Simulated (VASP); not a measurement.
Here is a VASP 6.6.1 calculation.

Contents of INCAR:

```
ALGO = Normal ; EDIFF = 1E-6
ENCUT = 520 ; GGA = PE
ISIF = 2 ; ISMEAR = 0
IVDW = 12 ; LASPH = T
LCHARG = T ; LELF = T
LREAL = F ; LVHAR = T
LWAVE = F ; NBANDS = 26
NELM = 60 ; PREC = Accurate
SIGMA = 0.02
```

The input KPOINTS:

```
k-points
0
Gamma
  8 6 4
```

File POSCAR:

```
NaP2
1.0
    3.2356334122     -0.0594031133      0.0753602192
   -1.4902236557      5.3187116106     -0.0026346961
   -0.2198836952     -1.0328985664      6.7272311896
Na P
2 4
Direct
    0.1393926710      0.7820365929      0.1638750841
    0.8606073290      0.2179634071      0.8361249159
    0.5927950644      0.6817469916      0.7850314162
    0.8990423208      0.2957458450      0.4292069723
    0.4072049356      0.3182530084      0.2149685838
    0.1009576792      0.7042541550      0.5707930277
```

Potentials or basis: VASP PAW PBE potentials, release 64 (Na_pv, P).

Command:

```sh
$ cat potpaw_PBE.64/Na_pv/POTCAR potpaw_PBE.64/P/POTCAR > POTCAR
$ mpirun -np 1 vasp_std > vasp.out
```

**Question.** What does it give for the largest force?

**Answer.** 0.075 eV/Å.

**Question.** Predict the dispersion energy per atom.

**Answer.** -0.330 eV.

**Question.** What does it give for the pressure?

**Answer.** 2.2 GPa.

Forces on the atoms (eV/Å):
```
Na   0.001 -0.002 -0.002
Na  -0.001  0.002  0.002
P   -0.001  0.015 -0.065
P    0.000  0.052 -0.053
P    0.001 -0.015  0.065
P    0.000 -0.052  0.053
```
